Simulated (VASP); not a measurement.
# S (Fd-3m) in VASP: a series of runs, part 2 of 2

VASP 6.6.1.

## (4) Single point, PBE (volume scaled by 0.45)

Contents of INCAR:

```
PREC     = Accurate       # precision mode
ENCUT    = 520            # plane-wave cutoff, eV
EDIFF    = 1E-7           # SCF threshold, eV
ISMEAR   = -1             # smearing method
SIGMA    = 0.08           # smearing width, eV
LREAL    = False          # projectors in reciprocal space
LASPH    = True           # aspherical terms in the spheres
NELM     = 80             # most SCF steps
ALGO     = Normal         # electronic algorithm
ISIF     = 2              # what is computed and relaxed
LWAVE    = False          # write WAVECAR
LCHARG   = True           # write CHGCAR
GGA      = PE             # functional
LELF     = True           # ELF
LVHAR    = True         
NBANDS   = 13             # bands
```

Contents of KPOINTS:

```
Automatic mesh
0
Gamma
  13 13 13
```

Contents of POSCAR:

```
S
1.0
    0.0000000000      2.2182360380      2.2182360380
    2.2182360380      0.0000000000      2.2182360380
    2.2182360380      2.2182360380      0.0000000000
S
2
Direct
   -0.1250000000     -0.1250000000     -0.1250000000
    0.1250000000      0.1250000000      0.1250000000
```

Potentials or basis: VASP PAW PBE potentials, release 64 (S).

The run is started by

```
$ cat potpaw_PBE.64/S/POTCAR > POTCAR
$ mpirun -np 1 vasp_std > vasp.out
```

OUTCAR:

```text
PREC = Accurate
   ENCUT = 520
   EDIFF = 1E-7
   ISMEAR = -1
   LREAL = False
   LASPH = True
   NELM = 80
   ISIF = 2
   GGA = PE

 ion  position               nearest neighbor table
   1  0.875  0.875  0.875-   2 1.92   2 1.92   2 1.92   2 1.92
   2  0.125  0.125  0.125-   1 1.92   1 1.92   1 1.92   1 1.92

  LATTYP: Found a face centered cubic cell.
 ALAT       =     4.4364720760

  Lattice vectors:

 A1 = (   0.0000000000,   2.2182360380,   2.2182360380)
 A2 = (   2.2182360380,   0.0000000000,   2.2182360380)
 A3 = (   2.2182360380,   2.2182360380,   0.0000000000)

Analysis of symmetry for initial positions (statically):
=====================================================================
 Subroutine PRICEL returns:
 Original cell was already a primitive cell.

 Routine SETGRP: Setting up the symmetry group for a
 face centered cubic supercell.

 Subroutine GETGRP returns: Found 48 space group operations
 (whereof 12 operations were pure point group operations)
 out of a pool of 48 trial point group operations.

The static configuration has the point symmetry D_3d.
 The point group associated with its full space group is O_h .

Analysis of symmetry for dynamics (positions and initial velocities):
=====================================================================
 Subroutine PRICEL returns:
 Original cell was already a primitive cell.

 Routine SETGRP: Setting up the symmetry group for a
 face centered cubic supercell.

 Subroutine GETGRP returns: Found 48 space group operations
 (whereof 12 operations were pure point group operations)
 out of a pool of 48 trial point group operations.

The dynamic configuration has the point symmetry D_3d.
 The point group associated with its full space group is O_h .

 Subroutine INISYM returns: Found 48 space group operations
 (whereof 12 operations are pure point group operations),
 and found     1 'primitive' translations

----------------------------------------------------------------------------------------

                                     Primitive cell

  volume of cell :      21.8300

  direct lattice vectors                    reciprocal lattice vectors
     0.000000000  2.218236038  2.218236038    -0.225404326  0.225404326  0.225404326
     2.218236038  0.000000000  2.218236038     0.225404326 -0.225404326  0.225404326
     2.218236038  2.218236038  0.000000000     0.225404326  0.225404326 -0.225404326

  length of vectors
     3.137059489  3.137059489  3.137059489     0.390411746  0.390411746  0.390411746

  position of ions in fractional coordinates (direct lattice)
     0.875000000  0.875000000  0.875000000
     0.125000000  0.125000000  0.125000000

  ion indices of the primitive-cell ions
   primitive index   ion index
                 1           1
                 2           2

----------------------------------------------------------------------------------------

 KPOINTS: Automatic mesh

Automatic generation of k-mesh.
 Grid dimensions read from file:
 generate k-points for:   13   13   13

 Generating k-lattice:

  Cartesian coordinates                     Fractional coordinates (reciprocal lattice)
    -0.017338794  0.017338794  0.017338794     0.076923077  0.000000000  0.000000000
     0.017338794 -0.017338794  0.017338794     0.000000000  0.076923077  0.000000000
     0.017338794  0.017338794 -0.017338794     0.000000000  0.000000000  0.076923077

  Length of vectors
     0.030031673  0.030031673  0.030031673

  Shift w.r.t. Gamma in fractional coordinates (k-lattice)
     0.000000000  0.000000000  0.000000000

 Subroutine IBZKPT returns following result:
 ===========================================

 Found     84 irreducible k-points:

 Following reciprocal coordinates:
            Coordinates               Weight
  0.000000  0.000000  0.000000      1.000000
  0.076923  0.000000  0.000000      8.000000
  0.153846  0.000000  0.000000      8.000000
  0.230769  0.000000  0.000000      8.000000
  0.307692  0.000000  0.000000      8.000000
  0.384615  0.000000  0.000000      8.000000
[... 16 lines left out ...]
  0.384615  0.153846  0.000000     24.000000
  0.461538  0.153846  0.000000     24.000000
 [... further k-points ...]
   k-points           NKPTS =     84   k-points in BZ     NKDIM =     84   number of bands    NBANDS=     13
   number of dos      NEDOS =    301   number of ions     NIONS =      2
   total plane-waves  NPLWV =  13824
   dimension x,y,z NGX =    24 NGY =   24 NGZ =   24
   dimension x,y,z NGXF=    48 NGYF=   48 NGZF=   48
   ions per type =               2
   NGX,Y,Z   is equivalent  to a cutoff of  12.72, 12.72, 12.72 a.u.
   NGXF,Y,Z  is equivalent  to a cutoff of  25.44, 25.44, 25.44 a.u.
 SYSTEM =  unknown system
   PREC   = accura    normal or accurate (medium, high low for compatibility)
   ISTART =      0    job   : 0-new  1-cont  2-samecut
   ICHARG =      2    charge: 1-file 2-atom 10-const
   ISPIN  =      1    spin polarized calculation?
   LNONCOLLINEAR =      F non collinear calculations
   LSORBIT =      F    spin-orbit coupling
   LASPH  =      T    aspherical Exc in radial PAW
   ENCUT  =  520.0 eV  38.22 Ry    6.18 a.u.   5.83  5.83  5.83*2*pi/ulx,y,z
   NELM   =     80;   NELMIN=  2; NELMDL= -5     # of ELM steps
   EDIFF  = 0.1E-06   stopping-criterion for ELM
   LREAL  =      F    real-space projection
   EDIFFG = 0.1E-05   stopping-criterion for IOM
   NSW    =      0    number of steps for IOM
   IBRION =     -1    ionic relax: 0-MD 1-quasi-New 2-CG
   NFREE  =      0    steps in history (QN), initial steepest desc. (CG)
   ISIF   =      2    stress and relaxation
   ISYM   =      2    0-nonsym 1-usesym 2-fastsym
   POTIM  = 0.5000    time-step for ionic-motion
   TEBEG  =    0.0;   TEEND  =   0.0 temperature during run
   PSTRESS=    0.0 pullay stress
   NELECT =      12.0000    total number of electrons
   NUPDOWN=      -1.0000    fix difference up-down
   EMIN   =  10.00;   EMAX   =-10.00  energy-range for DOS
   EFERMI =   0.00;   METHOD = LEGACY
   ISMEAR =    -1;   SIGMA  =   0.08  broadening in eV -4-tet -1-fermi 0-gaus
   EFERMI_NEDOS =   21; number of points for ismear=-14 and -15
   IALGO  =     38    algorithm
   IMIX   =      4    mixing-type and parameters
     AMIX     =   0.40;   BMIX     =  1.00
     AMIX_MAG =   1.60;   BMIX_MAG =  1.00
  volume/ion in A,a.u.               =      10.91        73.66
  Fermi-wavevector in a.u.,A,eV,Ry     =   1.341068  2.534251 24.469583  1.798464
  Thomas-Fermi vector in A             =   2.469331
   LORBIT       =      0    0 simple, 1 ext, 2 COOP (PROOUT), +10 PAW based schemes
   GGA     = PE    functional components
   LHFCALC =     F    Hartree Fock is set to
   AEXX    =    0.0000 exact exchange contribution
   IVDW    =     0    specifies the selected vdW correction
   LEPSILON=     F    determine dielectric tensor
   LRPA    =     F    only Hartree local field effects (RPA)
 non-spin polarized calculation
  energy-cutoff  :      520.00
  volume of cell :       21.83
 maximum number of plane-waves:       609
   NGX = 11   NGY = 11   NGZ = 11

 number of electron      11.9999998 magnetization

 Free energy of the ion-electron system (eV)
  ---------------------------------------------------
  ext. energy  EPLUGINS =         0.00000000
  ---------------------------------------------------
  free energy    TOTEN  =        -0.67104886 eV

  energy without entropy =       -0.65184841  energy(sigma->0) =       -0.66144864

 E-fermi :  14.2663     XC(G=0): -12.5961

 val. band max:       14.2402150046   @ k =   0.3077   0.1538   0.0769
 cond. band min:      14.2796789315   @ k =  -0.3077   0.4615   0.2308
 fundamental gap:      0.0394639269
 Fermi energy:        14.2663215077

 k-point     1 :       0.0000    0.0000    0.0000
  band No.  band energies     occupation
      1      -9.5652      2.00000
      2       7.0847      2.00000
      3       7.0847      2.00000
      4       7.0847      2.00000
      5      11.7886      2.00000
      6      11.7886      2.00000
      7      11.7886      2.00000
      8      12.0898      2.00000
      9      20.1745      0.00000
     10      20.1745      0.00000
     11      21.5008      0.00000
     12      26.1427      0.00000
     13      26.1427      0.00000
[... 353 lines left out ...]
 k-point    24 :       0.4615    0.1538    0.0000
  band No.  band energies     occupation
      1      -6.5044      2.00000
      2      -1.4156      2.00000
      3       4.0016      2.00000
      4       4.8927      2.00000
      5      11.4387      2.00000
      6      13.8070      1.99360
      7      14.8986      0.00074
      8      17.2344      0.00000
      9      22.7557      0.00000
     10      24.3780      0.00000
     11      24.6161      0.00000
     12      25.2294      0.00000
     13      27.0957      0.00000

 [... further k-points ...]
[... 5 lines left out ...]
  --------------------------------------------------------------------------------------
  -------------------------------------------------------------------------------------
  Total       15.4095702     15.4095702     15.4095702      0.0000000      0.0000000      0.0000000
  in kB     1130.9615564   1130.9615564   1130.9615564      0.0000000      0.0000000      0.0000000
  external PRESSURE =    1130.9615564 kB  Pullay stress =       0.0000000 kB

 VOLUME and BASIS-vectors are now :
 -----------------------------------------------------------------------------
  energy-cutoff  :      520.00
  volume of cell :       21.83
      direct lattice vectors                 reciprocal lattice vectors
     0.000000000  2.218236038  2.218236038    -0.225404326  0.225404326  0.225404326
     2.218236038  0.000000000  2.218236038     0.225404326 -0.225404326  0.225404326
     2.218236038  2.218236038  0.000000000     0.225404326  0.225404326 -0.225404326

 POSITION                                       TOTAL-FORCE (eV/Angst)
 -----------------------------------------------------------------------------------
      3.88191      3.88191      3.88191        -0.000000     -0.000000     -0.000000
      0.55456      0.55456      0.55456         0.000000      0.000000      0.000000
 -----------------------------------------------------------------------------------
    total drift:                                0.000000      0.000000      0.000000

  FREE ENERGIE OF THE ION-ELECTRON SYSTEM (eV)
  ---------------------------------------------------
  free  energy   TOTEN  =        -0.6710488643 eV

  energy  without entropy=       -0.6518484135  energy(sigma->0) =       -0.66144864
```

Wall time 13 s (1 thread of Intel Xeon Platinum 8259CL at 2.50GHz (Skylake/Cascade Lake), shared host); peak memory 0.14 GiB.

Results:

- Free energy: -0.6710 eV
- Pressure: 113.1 GPa
- Band gap on the k mesh: zero (band 6 reaches 16.52 eV, above the bottom of band 7 at 11.79 eV)

## (5) Single point, PBE (volume scaled by 0.55)

Contents of INCAR:

```
SYSTEM = S
PREC = Accurate
ENCUT = 520
EDIFF = 1E-7
ISMEAR = -1
SIGMA = 0.08
LREAL = .FALSE.
LASPH = .TRUE.
NELM = 80
ALGO = Normal
ISIF = 2
LWAVE = .FALSE.
LCHARG = .TRUE.
GGA = PE
LELF = .TRUE.
LVHAR = .TRUE.
NBANDS = 13
```

Contents of KPOINTS:

```
Automatic mesh
0
G
  13 13 13
  0 0 0
```

Contents of POSCAR:

```
S
1.0
    0.0000000000      2.3716894147      2.3716894147
    2.3716894147      0.0000000000      2.3716894147
    2.3716894147      2.3716894147      0.0000000000
S
2
Direct
   -0.1250000000     -0.1250000000     -0.1250000000
    0.1250000000      0.1250000000      0.1250000000
```

Potentials or basis: VASP PAW PBE potentials, release 64 (S).

The run is started by

```
$ cat potpaw_PBE.64/S/POTCAR > POTCAR
$ mpirun -np 1 vasp_std > vasp.out
```

OUTCAR:

```text
SYSTEM = S
   PREC = Accurate
   ENCUT = 520
   EDIFF = 1E-7
   ISMEAR = -1
   LREAL = .FALSE.
   LASPH = .TRUE.
   NELM = 80
   ISIF = 2
   GGA = PE

 ion  position               nearest neighbor table
   1  0.875  0.875  0.875-   2 2.05   2 2.05   2 2.05   2 2.05
   2  0.125  0.125  0.125-   1 2.05   1 2.05   1 2.05   1 2.05

  LATTYP: Found a face centered cubic cell.
 ALAT       =     4.7433788294

  Lattice vectors:

 A1 = (   0.0000000000,   2.3716894147,   2.3716894147)
 A2 = (   2.3716894147,   0.0000000000,   2.3716894147)
 A3 = (   2.3716894147,   2.3716894147,   0.0000000000)

Analysis of symmetry for initial positions (statically):
=====================================================================
 Subroutine PRICEL returns:
 Original cell was already a primitive cell.

 Routine SETGRP: Setting up the symmetry group for a
 face centered cubic supercell.

 Subroutine GETGRP returns: Found 48 space group operations
 (whereof 12 operations were pure point group operations)
 out of a pool of 48 trial point group operations.

The static configuration has the point symmetry D_3d.
 The point group associated with its full space group is O_h .

Analysis of symmetry for dynamics (positions and initial velocities):
=====================================================================
 Subroutine PRICEL returns:
 Original cell was already a primitive cell.

 Routine SETGRP: Setting up the symmetry group for a
 face centered cubic supercell.

 Subroutine GETGRP returns: Found 48 space group operations
 (whereof 12 operations were pure point group operations)
 out of a pool of 48 trial point group operations.

The dynamic configuration has the point symmetry D_3d.
 The point group associated with its full space group is O_h .

 Subroutine INISYM returns: Found 48 space group operations
 (whereof 12 operations are pure point group operations),
 and found     1 'primitive' translations

----------------------------------------------------------------------------------------

[... 116 lines left out ...]
   LORBIT       =      0    0 simple, 1 ext, 2 COOP (PROOUT), +10 PAW based schemes
   GGA     = PE    functional components
   LHFCALC =     F    Hartree Fock is set to
   AEXX    =    0.0000 exact exchange contribution
   IVDW    =     0    specifies the selected vdW correction
   LEPSILON=     F    determine dielectric tensor
   LRPA    =     F    only Hartree local field effects (RPA)
 non-spin polarized calculation
  energy-cutoff  :      520.00
  volume of cell :       26.68
 maximum number of plane-waves:       732
 NGX is ok and might be reduce to    28
   NGX = 13   NGY = 13   NGZ = 13

 number of electron      12.0000002 magnetization

 Free energy of the ion-electron system (eV)
  ---------------------------------------------------
  ext. energy  EPLUGINS =         0.00000000
  ---------------------------------------------------
  free energy    TOTEN  =        -3.27602126 eV

  energy without entropy =       -3.24792464  energy(sigma->0) =       -3.26197295

 E-fermi :  10.9739     XC(G=0): -11.5645

 val. band max:       10.9629216411   @ k =  -0.3077   0.1538   0.0000
 cond. band min:      10.9973325153   @ k =   0.3077   0.1538   0.0769
 fundamental gap:      0.0344108741
 Fermi energy:        10.9738626595

 k-point     1 :       0.0000    0.0000    0.0000
  band No.  band energies     occupation
      1     -10.4322      2.00000
      2       4.6441      2.00000
      3       4.6441      2.00000
      4       4.6441      2.00000
      5       6.1844      2.00000
      6       8.9428      2.00000
      7       8.9428      2.00000
      8       8.9428      2.00000
      9      17.4212      0.00000
     10      17.4212      0.00000
     11      17.5325      0.00000
     12      22.3464      0.00000
     13      22.3464      0.00000
[... 354 lines left out ...]
  band No.  band energies     occupation
      1      -7.9245      2.00000
      2      -3.2891      2.00000
      3       1.9785      2.00000
      4       2.8103      2.00000
      5       8.0917      2.00000
      6      10.4907      1.99525
      7      11.7831      0.00008
      8      13.8571      0.00000
      9      18.5441      0.00000
     10      19.7649      0.00000
     11      20.8035      0.00000
     12      21.2520      0.00000
     13      22.5436      0.00000

 [... further k-points ...]
[... 5 lines left out ...]
  --------------------------------------------------------------------------------------
  -------------------------------------------------------------------------------------
  Total       10.7343068     10.7343068     10.7343068      0.0000000      0.0000000      0.0000000
  in kB      644.5864110    644.5864110    644.5864110      0.0000000      0.0000000      0.0000000
  external PRESSURE =     644.5864110 kB  Pullay stress =       0.0000000 kB

 VOLUME and BASIS-vectors are now :
 -----------------------------------------------------------------------------
  energy-cutoff  :      520.00
  volume of cell :       26.68
      direct lattice vectors                 reciprocal lattice vectors
     0.000000000  2.371689415  2.371689415    -0.210820185  0.210820185  0.210820185
     2.371689415  0.000000000  2.371689415     0.210820185 -0.210820185  0.210820185
     2.371689415  2.371689415  0.000000000     0.210820185  0.210820185 -0.210820185

 POSITION                                       TOTAL-FORCE (eV/Angst)
 -----------------------------------------------------------------------------------
      4.15046      4.15046      4.15046        -0.000000     -0.000000     -0.000000
      0.59292      0.59292      0.59292         0.000000      0.000000      0.000000
 -----------------------------------------------------------------------------------
    total drift:                                0.000000     -0.000000     -0.000000

  FREE ENERGIE OF THE ION-ELECTRON SYSTEM (eV)
  ---------------------------------------------------
  free  energy   TOTEN  =        -3.2760212579 eV

  energy  without entropy=       -3.2479246401  energy(sigma->0) =       -3.26197295
```

OSZICAR:

```text
N       E                     dE             d eps       ncg     rms          rms(c)
DAV:   1     0.426214253730E+02    0.42621E+02   -0.58303E+03  2184   0.835E+02
DAV:   2    -0.146739099128E+01   -0.44089E+02   -0.41017E+02  2960   0.145E+02
DAV:   3    -0.330085589368E+01   -0.18335E+01   -0.18179E+01  2797   0.292E+01
DAV:   4    -0.331500261852E+01   -0.14147E-01   -0.14142E-01  2668   0.304E+00
DAV:   5    -0.331515745869E+01   -0.15484E-03   -0.15483E-03  2859   0.305E-01    0.416E+01
DAV:   6    -0.328709120373E+01    0.28066E-01   -0.14060E-02  2609   0.703E-01    0.248E+01
DAV:   7    -0.327629564075E+01    0.10796E-01   -0.23184E-02  2664   0.940E-01    0.147E-01
DAV:   8    -0.327603223585E+01    0.26340E-03   -0.15185E-03  2549   0.262E-01    0.586E-02
DAV:   9    -0.327601889546E+01    0.13340E-04   -0.86637E-05  2789   0.576E-02    0.305E-02
DAV:  10    -0.327602084507E+01   -0.19496E-05   -0.35917E-06  2677   0.129E-02    0.152E-02
DAV:  11    -0.327602129172E+01   -0.44665E-06   -0.43633E-07  2734   0.519E-03    0.131E-03
DAV:  12    -0.327602125791E+01    0.33810E-07   -0.71262E-09  1567   0.703E-04
   1 F= -.32760213E+01 E0= -.32619729E+01  d E =-.280966E-01
```

It took 28 s on 1 thread of Intel Xeon Platinum 8259CL at 2.50GHz (Skylake/Cascade Lake), shared host; peak memory 0.15 GiB.

What came out:

```
Free energy            : -3.2760 eV
Pressure               : 64.5 GPa
Band gap on the k mesh : zero (band 6 reaches 12.88 eV, above the bottom of band 7 at 8.94 eV)
```

## (6) The runs side by side

```csv
cell,gap on the mesh (eV),pressure (GPa)
"a = 3.016 Å, angles 60.0°, 2 atoms",none,154.5
"a = 3.137 Å, angles 60.0°, 2 atoms",none,113.1
"a = 3.354 Å, angles 60.0°, 2 atoms",none,64.5
```

Alike in all rows: task single point; level PBE; potentials or basis VASP PAW PBE potentials, release 64 (S); no spin polarisation; k mesh 13 × 13 × 13; cutoff (eV) 520; smearing fermi-dirac 0.08 eV.

Total energies depend on the potentials used, so only differences within one code and one set of settings carry meaning.
